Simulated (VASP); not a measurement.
# Re in VASP: further runs

The runs below take Re through electric field gradients, with PBEsol.

Program: VASP 6.6.1. These are calculated values, not measurements. Logs are shortened: lines on timing, memory, paths and dates and some standing lists are left out, and cuts for length are marked.

### Step 1. The cell of the first run

It takes space group I4/mmm (No. 139, tetragonal). Conventional cell: a = 2.793 Å, b = 2.793 Å, c = 3.910 Å, α = 90.00°, β = 90.00°, γ = 90.00°. Re (site symmetry 4/mmm) has 12 Re at 2.78 to 2.79 Å within 3.7 Å.

### Step 2. Electric field gradients, PBEsol (zz strain of -1 %)

INCAR reads:

```
SYSTEM = Re
  ALGO = Normal
  EDIFF = 1E-8
  ENCUT = 520
  GGA = PS
  ISIF = 2
  ISMEAR = -1
  LASPH = .True.
  LCHARG = .False.
  LEFG = .True.
  LREAL = .False.
  LWAVE = .False.
  NBANDS = 10
  NELM = 80
  PREC = Accurate
  SIGMA = 0.05
```

KPOINTS reads:

```
k-points
0
Gamma
  14 14 14
  0 0 0
```

POSCAR reads:

```
Re
1.0
    0.0000000000      1.9750000000      1.9552500000
    1.9750000000      0.0000000000      1.9552500000
    1.9750000000      1.9750000000      0.0000000000
Re
1
Direct
    0.0000000000      0.0000000000      0.0000000000
```

Potentials or basis: VASP PAW PBE potentials, release 64 (Re).

Run with:

```
$ cat potpaw_PBE.64/Re/POTCAR > POTCAR
$ mpirun -np 1 vasp_std > vasp.out
```

OUTCAR:

```text
SYSTEM = Re
   EDIFF = 1E-8
   ENCUT = 520
   GGA = PS
   ISIF = 2
   ISMEAR = -1
   LASPH = .True.
   LREAL = .False.
   NELM = 80
   PREC = Accurate

 ion  position               nearest neighbor table
   1  0.000  0.000  0.000-

  LATTYP: Found a body centered tetragonal cell.
 ALAT       =     2.7930717857
 C/A-ratio  =     1.4000714267

  Lattice vectors:

 A1 = (   0.0000000000,  -1.9750000000,  -1.9552500000)
 A2 = (   0.0000000000,   1.9750000000,  -1.9552500000)
 A3 = (   1.9750000000,   0.0000000000,   1.9552500000)

Analysis of symmetry for initial positions (statically):
=====================================================================
 Subroutine PRICEL returns:
 Original cell was already a primitive cell.

 Routine SETGRP: Setting up the symmetry group for a
 body centered tetragonal supercell.

 Subroutine GETGRP returns: Found 16 space group operations
 (whereof 16 operations were pure point group operations)
 out of a pool of 16 trial point group operations.

The static configuration has the point symmetry D_4h.

Analysis of symmetry for dynamics (positions and initial velocities):
=====================================================================
 Subroutine PRICEL returns:
 Original cell was already a primitive cell.

 Routine SETGRP: Setting up the symmetry group for a
 body centered tetragonal supercell.

 Subroutine GETGRP returns: Found 16 space group operations
 (whereof 16 operations were pure point group operations)
 out of a pool of 16 trial point group operations.

The dynamic configuration has the point symmetry D_4h.

 Subroutine INISYM returns: Found 16 space group operations
 (whereof 16 operations are pure point group operations),
 and found     1 'primitive' translations

----------------------------------------------------------------------------------------

                                     Primitive cell

  volume of cell :      15.2534

  direct lattice vectors                    reciprocal lattice vectors
     0.000000000  1.975000000  1.955250000    -0.253164557  0.253164557  0.255721775
     1.975000000  0.000000000  1.955250000     0.253164557 -0.253164557  0.255721775
     1.975000000  1.975000000  0.000000000     0.253164557  0.253164557 -0.255721775

  length of vectors
     2.779141515  2.779141515  2.793071786     0.439975240  0.439975240  0.439975240

  position of ions in fractional coordinates (direct lattice)
     0.000000000  0.000000000  0.000000000

  ion indices of the primitive-cell ions
   primitive index   ion index
                 1           1

----------------------------------------------------------------------------------------

 KPOINTS: k-points

Automatic generation of k-mesh.
 Grid dimensions read from file:
 generate k-points for:   14   14   14

 Generating k-lattice:

  Cartesian coordinates                     Fractional coordinates (reciprocal lattice)
    -0.018083183  0.018083183  0.018265841     0.071428571  0.000000000  0.000000000
     0.018083183 -0.018083183  0.018265841     0.000000000  0.071428571  0.000000000
     0.018083183  0.018083183 -0.018265841     0.000000000  0.000000000  0.071428571

  Length of vectors
     0.031426803  0.031426803  0.031426803

  Shift w.r.t. Gamma in fractional coordinates (k-lattice)
     0.000000000  0.000000000  0.000000000

 Subroutine IBZKPT returns following result:
 ===========================================

 Found    244 irreducible k-points:

 Following reciprocal coordinates:
            Coordinates               Weight
  0.000000  0.000000  0.000000      1.000000
  0.071429  0.000000  0.000000      8.000000
  0.142857  0.000000  0.000000      8.000000
  0.214286  0.000000  0.000000      8.000000
  0.285714 -0.000000  0.000000      8.000000
  0.357143 -0.000000  0.000000      8.000000
[... 16 lines left out ...]
  0.214286  0.142857  0.000000      8.000000
  0.285714  0.142857  0.000000      8.000000
 [... further k-points ...]
   k-points           NKPTS =    244   k-points in BZ     NKDIM =    244   number of bands    NBANDS=     10
   number of dos      NEDOS =    301   number of ions     NIONS =      1
   total plane-waves  NPLWV =  13824
   dimension x,y,z NGX =    24 NGY =   24 NGZ =   24
   dimension x,y,z NGXF=    48 NGYF=   48 NGZF=   48
   ions per type =               1
   NGX,Y,Z   is equivalent  to a cutoff of  14.36, 14.36, 14.28 a.u.
   NGXF,Y,Z  is equivalent  to a cutoff of  28.71, 28.71, 28.57 a.u.
 SYSTEM =  Re
   PREC   = accura    normal or accurate (medium, high low for compatibility)
   ISTART =      0    job   : 0-new  1-cont  2-samecut
   ICHARG =      2    charge: 1-file 2-atom 10-const
   ISPIN  =      1    spin polarized calculation?
   LNONCOLLINEAR =      F non collinear calculations
   LSORBIT =      F    spin-orbit coupling
   LASPH  =      T    aspherical Exc in radial PAW
   ENCUT  =  520.0 eV  38.22 Ry    6.18 a.u.   5.17  5.17  5.19*2*pi/ulx,y,z
   NELM   =     80;   NELMIN=  2; NELMDL= -5     # of ELM steps
   EDIFF  = 0.1E-07   stopping-criterion for ELM
   LREAL  =      F    real-space projection
   EDIFFG = 0.1E-06   stopping-criterion for IOM
   NSW    =      0    number of steps for IOM
   IBRION =     -1    ionic relax: 0-MD 1-quasi-New 2-CG
   NFREE  =      0    steps in history (QN), initial steepest desc. (CG)
   ISIF   =      2    stress and relaxation
   ISYM   =      2    0-nonsym 1-usesym 2-fastsym
   POTIM  = 0.5000    time-step for ionic-motion
   TEBEG  =    0.0;   TEEND  =   0.0 temperature during run
   PSTRESS=    0.0 pullay stress
   NELECT =       7.0000    total number of electrons
   NUPDOWN=      -1.0000    fix difference up-down
   EMIN   =  10.00;   EMAX   =-10.00  energy-range for DOS
   EFERMI =   0.00;   METHOD = LEGACY
   ISMEAR =    -1;   SIGMA  =   0.05  broadening in eV -4-tet -1-fermi 0-gaus
   EFERMI_NEDOS =   21; number of points for ismear=-14 and -15
   IALGO  =     38    algorithm
   IMIX   =      4    mixing-type and parameters
     AMIX     =   0.40;   BMIX     =  1.00
     AMIX_MAG =   1.60;   BMIX_MAG =  1.00
  volume/ion in A,a.u.               =      15.25       102.93
  Fermi-wavevector in a.u.,A,eV,Ry     =   1.262754  2.386259 21.695131  1.594547
  Thomas-Fermi vector in A             =   2.396146
   LORBIT       =      0    0 simple, 1 ext, 2 COOP (PROOUT), +10 PAW based schemes
   GGA     = PS    functional components
   LHFCALC =     F    Hartree Fock is set to
   AEXX    =    0.0000 exact exchange contribution
   IVDW    =     0    specifies the selected vdW correction
   LEPSILON=     F    determine dielectric tensor
   LRPA    =     F    only Hartree local field effects (RPA)
 non-spin polarized calculation
  energy-cutoff  :      520.00
  volume of cell :       15.25
 maximum number of plane-waves:       424
 NGX is ok and might be reduce to    24
   NGX = 11   NGY = 11   NGZ = 11

 number of electron       7.0000000 magnetization

 Free energy of the ion-electron system (eV)
  ---------------------------------------------------
  ext. energy  EPLUGINS =         0.00000000
  ---------------------------------------------------
  free energy    TOTEN  =       -13.26670471 eV

  energy without entropy =      -13.25712351  energy(sigma->0) =      -13.26191411

 E-fermi :   7.5333     XC(G=0): -13.6234

 val. band max:        7.5254923878   @ k =  -0.1429   0.0714   0.2143
 cond. band min:       7.5470524656   @ k =  -0.2857   0.2857   0.1429
 fundamental gap:      0.0215600779
 Fermi energy:         7.5332567212

 k-point     1 :       0.0000    0.0000    0.0000
  band No.  band energies     occupation
      1      -2.3670      2.00000
      2       5.6756      2.00000
      3       5.6756      2.00000
      4       5.8166      2.00000
      5       8.6452      0.00000
      6       8.8329      0.00000
      7      21.4605      0.00000
      8      26.7734      0.00000
      9      26.7734      0.00000
     10      27.1082      0.00000

 k-point     2 :       0.0714    0.0000    0.0000
  band No.  band energies     occupation
      1      -2.1395      2.00000
      2       5.5591      2.00000
      3       5.7806      2.00000
      4       5.8870      2.00000
      5       8.5679      0.00000
      6       8.7463      0.00000
      7      21.8978      0.00000
      8      25.7706      0.00000
      9      27.1834      0.00000
     10      27.4162      0.00000

 k-point     3 :       0.1429    0.0000    0.0000
  band No.  band energies     occupation
      1      -1.4976      2.00000
      2       5.2158      2.00000
      3       6.0189      2.00000
      4       6.1237      2.00000
      5       8.4489      0.00000
      6       8.5952      0.00000
      7      22.9300      0.00000
      8      24.1144      0.00000
      9      28.3520      0.00000
     10      28.5868      0.00000

 k-point     4 :       0.2143    0.0000    0.0000
  band No.  band energies     occupation
      1      -0.5864      2.00000
      2       4.9238      2.00000
      3       6.1463      2.00000
      4       6.2741      2.00000
      5       8.6042      0.00000
      6       8.6897      0.00000
      7      22.0724      0.00000
      8      24.6284      0.00000
      9      30.1133      0.00000
     10      30.3545      0.00000

 k-point     5 :       0.2857   -0.0000    0.0000
  band No.  band energies     occupation
      1       0.2853      2.00000
      2       5.0545      2.00000
      3       5.9981      2.00000
      4       6.1455      2.00000
      5       9.2332      0.00000
      6       9.2548      0.00000
      7      20.5901      0.00000
      8      24.5074      0.00000
      9      31.5428      0.00000
     10      31.7022      0.00000

 k-point     6 :       0.3571   -0.0000    0.0000
  band No.  band energies     occupation
      1       0.7679      2.00000
      2       5.7344      2.00000
      3       5.8688      2.00000
      4       5.9045      2.00000
      5      10.0861      0.00000
      6      10.1160      0.00000
      7      19.1486      0.00000
      8      22.7512      0.00000
      9      29.5856      0.00000
     10      29.6780      0.00000
[... 183 lines left out ...]
 k-point    21 :      -0.0714    0.0714    0.0000
  band No.  band energies     occupation
      1      -1.7754      2.00000
      2       5.2861      2.00000
      3       5.9325      2.00000
      4       6.1132      2.00000
      5       8.2466      0.00000
      6       8.8490      0.00000
      7      22.5733      0.00000
      8      24.9064      0.00000
      9      27.4259      0.00000
     10      28.1735      0.00000

 k-point    22 :       0.1429    0.1429    0.0000
  band No.  band energies     occupation
      1      -1.1860      2.00000
      2       4.8163      2.00000
      3       6.4026      2.00000
      4       6.4026      2.00000
      5       7.6545      0.16249
      6       9.0462      0.00000
      7      23.7069      0.00000
      8      25.3128      0.00000
      9      27.3223      0.00000
     10      27.3223      0.00000

 k-point    23 :       0.2143    0.1429    0.0000
  band No.  band energies     occupation
      1      -0.4734      2.00000
      2       4.3986      2.00000
      3       6.5488      2.00000
      4       6.7362      2.00000
      5       7.4954      1.36150
      6       9.2809      0.00000
      7      24.2325      0.00000
      8      24.9896      0.00000
      9      27.6315      0.00000
     10      28.1892      0.00000

 k-point    24 :       0.2857    0.1429    0.0000
  band No.  band energies     occupation
      1       0.4303      2.00000
      2       4.1321      2.00000
      3       6.0552      2.00000
      4       6.8418      2.00000
      5       8.3076      0.00000
      6       9.7704      0.00000
      7      22.6758      0.00000
      8      25.8458      0.00000
      9      27.8945      0.00000
     10      28.5962      0.00000

 [... further k-points ...]
[... 5 lines left out ...]
  --------------------------------------------------------------------------------------
  -------------------------------------------------------------------------------------
  Total       -1.5612200     -1.5612200     -1.3792394      0.0000000      0.0000000      0.0000000
  in kB     -163.9865374   -163.9865374   -144.8717671      0.0000000      0.0000000      0.0000000
  external PRESSURE =    -157.6149473 kB  Pullay stress =       0.0000000 kB

 VOLUME and BASIS-vectors are now :
 -----------------------------------------------------------------------------
  energy-cutoff  :      520.00
  volume of cell :       15.25
      direct lattice vectors                 reciprocal lattice vectors
     0.000000000  1.975000000  1.955250000    -0.253164557  0.253164557  0.255721775
     1.975000000  0.000000000  1.955250000     0.253164557 -0.253164557  0.255721775
     1.975000000  1.975000000  0.000000000     0.253164557  0.253164557 -0.255721775

 POSITION                                       TOTAL-FORCE (eV/Angst)
 -----------------------------------------------------------------------------------
      0.00000      0.00000      0.00000         0.000000     -0.000000     -0.000000
 -----------------------------------------------------------------------------------
    total drift:                               -0.000000      0.000000     -0.000000

  FREE ENERGIE OF THE ION-ELECTRON SYSTEM (eV)
  ---------------------------------------------------
  free  energy   TOTEN  =       -13.2667047097 eV

  energy  without entropy=      -13.2571235062  energy(sigma->0) =      -13.26191411

 Electric field gradients (V/A^2)
---------------------------------------------------------------------
 ion       V_xx      V_yy      V_zz      V_xy      V_xz      V_yz
---------------------------------------------------------------------
   1      -5.171    -5.171    10.341     0.000     0.000     0.000
---------------------------------------------------------------------

 Electric field gradients after diagonalization (V/A^2)
 (convention: |V_zz| > |V_xx| > |V_yy|)
----------------------------------------------------------------------
 ion       V_xx      V_yy      V_zz     asymmetry (V_yy - V_xx)/ V_zz
----------------------------------------------------------------------
   1      -5.171    -5.171    10.341       0.000
----------------------------------------------------------------------

           NMR quadrupolar parameters

 Cq : quadrupolar parameter    Cq=e*Q*V_zz/h
 eta: asymmetry parameters     (V_yy - V_xx)/ V_zz
 Q  : nuclear electric quadrupole moment in mb (millibarn)
----------------------------------------------------------------------
 ion       Cq(MHz)       eta       Q (mb)
----------------------------------------------------------------------
   1       0.025       0.000       1.000
----------------------------------------------------------------------
```

Wall time 30 s (1 thread of Intel Xeon 6975P-C, shared host); peak memory 0.17 GiB.

What came out:

| Item | Value |
| --- | --- |
| Free energy | -13.2667 eV |
| Pressure | -15.8 GPa |

Electric field gradients, principal values (V/Å²):
| atom | least | middle | greatest (by size) |
| --- | --- | --- | --- |
| 1 Re | -5.171 | -5.171 | 10.341 |

Caveat: the cell differs from its parent crystal (zz strain of -1 %); without QUAD_EFG the Cq values of the log hold for a quadrupole moment of 1 mb, not for the nuclei; the PAW data sets were made with another functional, which shifts forces and pressure a little; spin-orbit coupling is left out, which moves the levels of the heavy elements.

(Continued in part 2 of 2.)
